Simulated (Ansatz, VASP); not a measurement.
## Two plane-wave programs on GaBi2Sb3S

```
Ga Sb Bi S
1.0
     5.04650    0.00000    0.00000
    -2.52325    4.37040    0.00000
     0.00000    0.00000    9.47771
Ga Sb Bi S
1 3 2 1
Direct
  0.00000 0.00000 0.16513
  0.00000 0.00000 0.46373
  0.66667 0.33333 0.10226
  0.66667 0.33333 0.41616
  0.66667 0.33333 0.75435
  0.33333 0.66667 0.88425
  0.33333 0.66667 0.36947
```

Alike in both runs: functional PBE; k mesh 3 × 3 × 2; occupations gaussian, width 0.15 eV; no spin polarisation.

Ansatz relaxed the structure, and its values are those at the end. VASP's run is a single point on that final structure, the one shown.

```csv
,VASP,Ansatz
version,VASP 6.6.1,Ansatz 0.2.0
potentials or method,"VASP PAW PBE potentials, release 64 (Ga_d, Sb, Bi_d, S), cutoff 500 eV","scalar-relativistic, plane waves, PAW"
valence electrons in the cell,64,94
```

Ansatz gave:

```
gap on the k mesh at the Fermi level (eV) : none
pressure (GPa)                            : 0.1
rms of the force components (eV/Å)        : 0.014
```

**Question.** Estimate VASP's values.

**Answer.** gap on the k mesh at the Fermi level (eV): none; pressure (GPa): 0.0; rms of the force components (eV/Å): 0.015.

A gap of «none» marks a metal or a gap that the smearing closes. With one functional, cell and mesh, what is left measures potentials, basis and numerics. VASP's potentials hold 64 valence electrons a cell and Ansatz's 94, so a difference there can come from the potentials and not from the codes.

The k mesh is coarse, so the values compare programs but aren't converged. Spin-orbit coupling is off throughout.
